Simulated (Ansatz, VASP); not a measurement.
Si3As2: VASP beside Ansatz

```xyz
5
Lattice="3.9055 0.0000 -0.0711 0.0000 8.0095 0.0000 -1.3543 0.0000 3.4776" Properties=species:S:1:pos:R:3 pbc="T T T"
Si    0.4925    5.1874    2.0105
Si    0.4925    2.8221    2.0105
Si   -0.2670    0.0000    1.5817
As    2.4085    1.9934    0.7804
As    2.4085    6.0161    0.7804
```

Alike in both runs: functional PBE; k mesh 5 × 2 × 4; occupations gaussian, width 0.2 eV; no spin polarisation.

Ansatz relaxed the structure, and its values are those at the end. VASP's run is a single point on that final structure, the one shown.

|  | VASP | Ansatz |
| --- | --- | --- |
| version | VASP 6.6.1 | Ansatz 0.2.0 |
| potentials or method | VASP PAW PBE potentials, release 64 (Si, As), cutoff 500 eV | scalar-relativistic, plane waves, PAW |
| valence electrons in the cell | 22 | 42 |

Ansatz gave:

```
gap on the k mesh at the Fermi level (eV) : none
pressure (GPa)                            : -0.1
rms of the force components (eV/Å)        : 0.030
```

Question: Estimate VASP's values.

Answer: gap on the k mesh at the Fermi level (eV): none; pressure (GPa): 0.1; rms of the force components (eV/Å): 0.033.

A gap of «none» marks a metal or a gap that the smearing closes. VASP's potentials hold 22 valence electrons a cell and Ansatz's 42, so a difference there can come from the potentials and not from the codes.

The k mesh is coarse, so the values compare programs but aren't converged.
